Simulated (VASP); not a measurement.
# SnO2 in VASP: further runs

Runs on SnO2. Level: PBEsol. Tasks: single point.

Everything below comes from runs of VASP 6.6.1. Logs are shortened: lines on timing, memory, paths and dates and some standing lists are left out, and cuts for length are marked.

## (1) The cell of the first run

Symmetry: R-3m, No. 166, trigonal system. The conventional cell has a = 3.234 Å, b = 3.234 Å, c = 14.402 Å, α = 90.00°, β = 90.00°, γ = 120.00°. Sn (site symmetry -3m) has 6 O at 2.13 Å within 2.8 Å. Within 2.8 Å of O (site symmetry 3m) lie 3 Sn at 2.13 Å and 3 O at 2.76 Å.

## (2) Single point, PBEsol

The input, INCAR:

```
  PREC = Accurate
  ENCUT = 910
  EDIFF = 1E-6
  ISMEAR = 0
  SIGMA = 0.01
  LREAL = False
  LASPH = True
  NELM = 120
  ALGO = Normal
  ISIF = 2
  LWAVE = False
  LCHARG = False
  GGA = PS
  NBANDS = 20
  GGA_COMPAT = False
```

The input, KPOINTS:

```
Automatic mesh
0
Gamma
  6 6 6
```

The input, POSCAR:

```
SnO2
1.0
    1.6170930800      0.9336291200      4.8005925800
   -1.6170930800      0.9336291200      4.8005925800
    0.0000000000     -1.8672582400      4.8005925800
Sn O
1 2
Direct
    0.5000000007      0.5000000007      0.5000000007
    0.2371700002      0.2371700002      0.2371700002
    0.7628300005      0.7628300005      0.7628300005
```

Potentials or basis: VASP PAW PBE potentials, release 64 (Sn_d, O_h).

The run is started by

```
$ cat potpaw_PBE.64/Sn_d/POTCAR potpaw_PBE.64/O_h/POTCAR > POTCAR
$ mpirun -np 1 vasp_std > vasp.out
```

OUTCAR:

```text
PREC = Accurate
   ENCUT = 910
   EDIFF = 1E-6
   ISMEAR = 0
   LREAL = False
   LASPH = True
   NELM = 120
   ISIF = 2
   GGA = PS

 ion  position               nearest neighbor table
   1  0.500  0.500  0.500-   2 2.13   3 2.13   2 2.13   2 2.13   3 2.13   3 2.13
   2  0.237  0.237  0.237-   1 2.13   1 2.13   1 2.13
   3  0.763  0.763  0.763-   1 2.13   1 2.13   1 2.13

  LATTYP: Found a trigonal (rhomboedric) cell.
 ALAT       =     5.1509554922
 COS(alpha) =     0.8028828377

  Lattice vectors:

 A1 = (   1.6170930800,   0.9336291200,   4.8005925800)
 A2 = (  -1.6170930800,   0.9336291200,   4.8005925800)
 A3 = (   0.0000000000,  -1.8672582400,   4.8005925800)

Analysis of symmetry for initial positions (statically):
=====================================================================
 Subroutine PRICEL returns:
 Original cell was already a primitive cell.

 Routine SETGRP: Setting up the symmetry group for a
 trigonal (rhombohedral) supercell.

 Subroutine GETGRP returns: Found 12 space group operations
 (whereof 12 operations were pure point group operations)
 out of a pool of 12 trial point group operations.

The static configuration has the point symmetry D_3d.

Analysis of symmetry for dynamics (positions and initial velocities):
=====================================================================
 Subroutine PRICEL returns:
 Original cell was already a primitive cell.

 Routine SETGRP: Setting up the symmetry group for a
 trigonal (rhombohedral) supercell.

 Subroutine GETGRP returns: Found 12 space group operations
 (whereof 12 operations were pure point group operations)
 out of a pool of 12 trial point group operations.

The dynamic configuration has the point symmetry D_3d.

 Subroutine INISYM returns: Found 12 space group operations
 (whereof 12 operations are pure point group operations),
 and found     1 'primitive' translations

----------------------------------------------------------------------------------------

                                     Primitive cell

  volume of cell :      43.4866

  direct lattice vectors                    reciprocal lattice vectors
     1.617093080  0.933629120  4.800592580     0.309196797  0.178514855  0.069435872
    -1.617093080  0.933629120  4.800592580    -0.309196797  0.178514855  0.069435872
     0.000000000 -1.867258240  4.800592580     0.000000000 -0.357029709  0.069435872

[... 77 lines left out ...]
   ISTART =      0    job   : 0-new  1-cont  2-samecut
   ICHARG =      2    charge: 1-file 2-atom 10-const
   ISPIN  =      1    spin polarized calculation?
   LNONCOLLINEAR =      F non collinear calculations
   LSORBIT =      F    spin-orbit coupling
   LASPH  =      T    aspherical Exc in radial PAW
   ENCUT  =  910.0 eV  66.88 Ry    8.18 a.u.  12.67 12.67 12.67*2*pi/ulx,y,z
   NELM   =    120;   NELMIN=  2; NELMDL= -5     # of ELM steps
   EDIFF  = 0.1E-05   stopping-criterion for ELM
   LREAL  =      F    real-space projection
   EDIFFG = 0.1E-04   stopping-criterion for IOM
   NSW    =      0    number of steps for IOM
   IBRION =     -1    ionic relax: 0-MD 1-quasi-New 2-CG
   NFREE  =      0    steps in history (QN), initial steepest desc. (CG)
   ISIF   =      2    stress and relaxation
   ISYM   =      2    0-nonsym 1-usesym 2-fastsym
   POTIM  = 0.5000    time-step for ionic-motion
   TEBEG  =    0.0;   TEEND  =   0.0 temperature during run
   PSTRESS=    0.0 pullay stress
   NELECT =      26.0000    total number of electrons
   NUPDOWN=      -1.0000    fix difference up-down
   EMIN   =  10.00;   EMAX   =-10.00  energy-range for DOS
   EFERMI =   0.00;   METHOD = LEGACY
   ISMEAR =     0;   SIGMA  =   0.01  broadening in eV -4-tet -1-fermi 0-gaus
   EFERMI_NEDOS =   21; number of points for ismear=-14 and -15
   IALGO  =     38    algorithm
   IMIX   =      4    mixing-type and parameters
     AMIX     =   0.40;   BMIX     =  1.00
     AMIX_MAG =   1.60;   BMIX_MAG =  1.00
  volume/ion in A,a.u.               =      14.50        97.82
  Fermi-wavevector in a.u.,A,eV,Ry     =   1.379158  2.606231 25.879336  1.902078
  Thomas-Fermi vector in A             =   2.504154
   LORBIT       =      0    0 simple, 1 ext, 2 COOP (PROOUT), +10 PAW based schemes
   GGA     = PS    functional components
   LHFCALC =     F    Hartree Fock is set to
   AEXX    =    0.0000 exact exchange contribution
   IVDW    =     0    specifies the selected vdW correction
   LEPSILON=     F    determine dielectric tensor
   LRPA    =     F    only Hartree local field effects (RPA)
 non-spin polarized calculation
 Gauss-broadening in eV      SIGMA  =   0.01
  energy-cutoff  :      910.00
  volume of cell :       43.49
 maximum number of plane-waves:      2736
 NGX is ok and might be reduce to    54
   NGX = 25   NGY = 25   NGZ = 25

 number of electron      26.0000001 magnetization

 Free energy of the ion-electron system (eV)
  ---------------------------------------------------
  ext. energy  EPLUGINS =         0.00000000
  ---------------------------------------------------
  free energy    TOTEN  =       -19.32668356 eV

  energy without entropy =      -19.32668356  energy(sigma->0) =      -19.32668356

 E-fermi :   3.5777     XC(G=0): -10.2234

 val. band max:        3.5353674023   @ k =  -0.1667   0.1667   0.0000
 cond. band min:       5.4015706234   @ k =   0.0000   0.0000   0.0000
 fundamental gap:      1.8662032211
 Fermi energy:         3.5776790746

 k-point     1 :       0.0000    0.0000    0.0000
  band No.  band energies     occupation
      1     -16.3634      2.00000
      2     -16.1458      2.00000
      3     -16.1458      2.00000
      4     -15.9630      2.00000
      5     -15.9630      2.00000
      6     -14.3307      2.00000
[... 541 lines left out ...]
     19      17.1306      0.00000
     20      19.2211      0.00000

 [... further k-points ...]
[... 5 lines left out ...]
  --------------------------------------------------------------------------------------
  -------------------------------------------------------------------------------------
  Total       -1.5144608     -1.5144608     -1.0306527      0.0000000      0.0000000      0.0000000
  in kB      -55.7972907    -55.7972901    -37.9723470      0.0000000      0.0000000      0.0000000
  external PRESSURE =     -49.8556426 kB  Pullay stress =       0.0000000 kB

 VOLUME and BASIS-vectors are now :
 -----------------------------------------------------------------------------
  energy-cutoff  :      910.00
  volume of cell :       43.49
      direct lattice vectors                 reciprocal lattice vectors
     1.617093080  0.933629120  4.800592580     0.309196797  0.178514855  0.069435872
    -1.617093080  0.933629120  4.800592580    -0.309196797  0.178514855  0.069435872
     0.000000000 -1.867258240  4.800592580     0.000000000 -0.357029709  0.069435872

 POSITION                                       TOTAL-FORCE (eV/Angst)
 -----------------------------------------------------------------------------------
      0.00000      0.00000      7.20089         0.000000      0.000000     -0.000000
      0.00000      0.00000      3.41567         0.000000      0.000000     -0.343617
      0.00000      0.00000     10.98611         0.000000      0.000000      0.343617
 -----------------------------------------------------------------------------------
    total drift:                               -0.000000      0.000000     -0.000027

  FREE ENERGIE OF THE ION-ELECTRON SYSTEM (eV)
  ---------------------------------------------------
  free  energy   TOTEN  =       -19.3266835633 eV

  energy  without entropy=      -19.3266835633  energy(sigma->0) =      -19.32668356
```

OSZICAR:

```text
N       E                     dE             d eps       ncg     rms          rms(c)
DAV:   1     0.359069302939E+03    0.35907E+03   -0.18764E+04  1300   0.269E+03
DAV:   2     0.396049181509E+02   -0.31946E+03   -0.30083E+03  1456   0.646E+02
DAV:   3    -0.185760631044E+02   -0.58181E+02   -0.55972E+02  1532   0.192E+02
DAV:   4    -0.217917026578E+02   -0.32156E+01   -0.31925E+01  1496   0.481E+01
DAV:   5    -0.218638825133E+02   -0.72180E-01   -0.72167E-01  1456   0.725E+00    0.999E+00
DAV:   6    -0.193805188263E+02    0.24834E+01   -0.93794E+00  1996   0.529E+01    0.435E+00
DAV:   7    -0.193548002484E+02    0.25719E-01   -0.56023E-01  1312   0.593E+00    0.212E+00
DAV:   8    -0.193279125169E+02    0.26888E-01   -0.80163E-02  1392   0.296E+00    0.435E-01
DAV:   9    -0.193261337234E+02    0.17788E-02   -0.95159E-03  1912   0.136E+00    0.977E-02
DAV:  10    -0.193266428514E+02   -0.50913E-03   -0.19934E-03  1348   0.375E-01    0.389E-02
DAV:  11    -0.193266789495E+02   -0.36098E-04   -0.52225E-05  1632   0.622E-02    0.212E-02
DAV:  12    -0.193266829931E+02   -0.40436E-05   -0.90033E-06  1388   0.271E-02    0.704E-03
DAV:  13    -0.193266835633E+02   -0.57021E-06   -0.11288E-06  1120   0.815E-03
   1 F= -.19326684E+02 E0= -.19326684E+02  d E =-.263054E-11
```

stdout:

```text
POSCAR found type information on POSCAR SnO
 POSCAR found :  2 types and       3 ions
 scaLAPACK will be used
 -----------------------------------------------------------------------------
|                                                                             |
|                                                                             |
|     You enforced a specific xc type in the INCAR file but a different       |
|     I HOPE YOU KNOW WHAT YOU ARE DOING!                                     |
|                                                                             |
 -----------------------------------------------------------------------------

 LDA part: xc-table for (Slater+PW92), standard interpolation
 POSCAR, INCAR and KPOINTS ok, starting setup
 FFT: planning ... GRIDC
 FFT: planning ... GRID_SOFT
 FFT: planning ... GRID
 WAVECAR not read
 entering main loop
```

Wall time 4 min (1 thread of Intel Xeon Platinum 8488C (Sapphire Rapids), shared host); peak memory 0.41 GiB.

What came out:

```yaml
Free_energy: -19.3267 eV
Pressure: -5.0 GPa
Largest_force: 0.344 eV/Å
Band_gap_on_the_k_mesh: 1.87 eV (least direct gap 1.98 eV)
```

Forces on the atoms (eV/Å):
```
Sn   0.000  0.000  0.000
O    0.000  0.000 -0.344
O    0.000  0.000  0.344
```

Levels at points of the mesh, in eV from the valence-band top:
```tsv
k point	band 11	band 12	band 13	band 14	band 15	band 16
(0.00, 0.00, 0.00)	-0.89	-0.89	-0.12	1.87	5.57	10.89
(0.50, 0.00, 0.00)	-1.49	-0.59	-0.56	5.24	7.60	9.93
(0.50, 0.50, 0.00)	-1.15	-0.45	-0.02	4.97	6.78	10.60
(0.50, 0.50, 0.50)	-1.27	-0.84	-0.84	3.13	5.51	11.06
```

Caveat: the cell stands under tension; the PAW data sets were made with another functional, which shifts forces and pressure a little; spin-orbit coupling is left out, which moves the levels of the heavy elements. A k mesh can miss the band edges.

## (3) Single point, PBEsol

The input, INCAR:

```
SYSTEM = SnO2
  PREC = Accurate
  ENCUT = 910
  EDIFF = 1E-6
  ISMEAR = 0
  SIGMA = 0.01
  LREAL = .FALSE.
  LASPH = .TRUE.
  NELM = 120
  ALGO = Normal
  ISIF = 2
  LWAVE = .FALSE.
  LCHARG = .FALSE.
  GGA = PS
  NBANDS = 20
  GGA_COMPAT = .FALSE.
```

The input, KPOINTS:

```
Automatic mesh
0
G
  6 6 6
  0 0 0
```

POSCAR, as its differences from that of step 2:

```diff
@@ -9,3 +9,3 @@
     0.5000000007      0.5000000007      0.5000000007
-    0.2371700002      0.2371700002      0.2371700002
+    0.2402619682      0.2340780323      0.2371700002
     0.7628300005      0.7628300005      0.7628300005
```

Potentials or basis: VASP PAW PBE potentials, release 64 (Sn_d, O_h).

The run is started by

```
$ cat potpaw_PBE.64/Sn_d/POTCAR potpaw_PBE.64/O_h/POTCAR > POTCAR
$ mpirun -np 1 vasp_std > vasp.out
```

It took 6.6 min on 1 thread of Intel Xeon Platinum 8488C (Sapphire Rapids), shared host; peak memory 0.52 GiB.

Results (log left out):

```yaml
Free_energy: -19.3263 eV
Pressure: -5.0 GPa
Largest_force: 0.352 eV/Å
Band_gap_on_the_k_mesh: 1.86 eV (least direct gap 1.98 eV)
```

Forces on the atoms (eV/Å):
```
Sn   0.064 -0.001 -0.001
O   -0.084  0.001 -0.342
O    0.020  0.000  0.343
```

Stress tensor (GPa, compression positive):
```
-5.58  0.00 -0.38
 0.00 -5.60  0.00
-0.38  0.00 -3.81
```

Levels at points of the mesh, in eV from the valence-band top:
| k point | band 9 | band 10 | band 11 | band 12 | band 13 | band 14 | band 15 | band 16 | band 17 | band 18 |
| --- | --- | --- | --- | --- | --- | --- | --- | --- | --- | --- |
| (0.00, 0.00, 0.00) | -1.29 | -1.26 | -0.90 | -0.89 | -0.12 | 1.86 | 5.57 | 10.86 | 10.91 | 11.54 |
| (0.50, 0.00, 0.00) | -4.19 | -2.97 | -1.47 | -0.60 | -0.57 | 5.22 | 7.59 | 9.92 | 12.17 | 12.55 |
| (0.00, 0.50, 0.00) | -4.17 | -2.96 | -1.51 | -0.59 | -0.55 | 5.25 | 7.60 | 9.93 | 12.13 | 12.54 |
| (0.00, 0.00, 0.50) | -4.18 | -2.96 | -1.49 | -0.60 | -0.56 | 5.24 | 7.59 | 9.93 | 12.15 | 12.55 |
| (0.50, 0.50, 0.00) | -4.41 | -3.06 | -1.15 | -0.45 | -0.02 | 4.97 | 6.78 | 10.59 | 11.15 | 12.42 |
| (0.50, 0.00, 0.50) | -4.40 | -3.05 | -1.17 | -0.45 | -0.02 | 4.98 | 6.79 | 10.60 | 11.15 | 12.40 |
| (0.00, 0.50, 0.50) | -4.42 | -3.06 | -1.14 | -0.46 | -0.02 | 4.95 | 6.77 | 10.58 | 11.15 | 12.43 |
| (0.50, 0.50, 0.50) | -1.36 | -1.32 | -1.27 | -0.85 | -0.84 | 3.13 | 5.51 | 11.03 | 11.09 | 11.96 |

Caveat: the cell stands under tension; the PAW data sets were made with another functional, which shifts forces and pressure a little; spin-orbit coupling is left out, which moves the levels of the heavy elements.
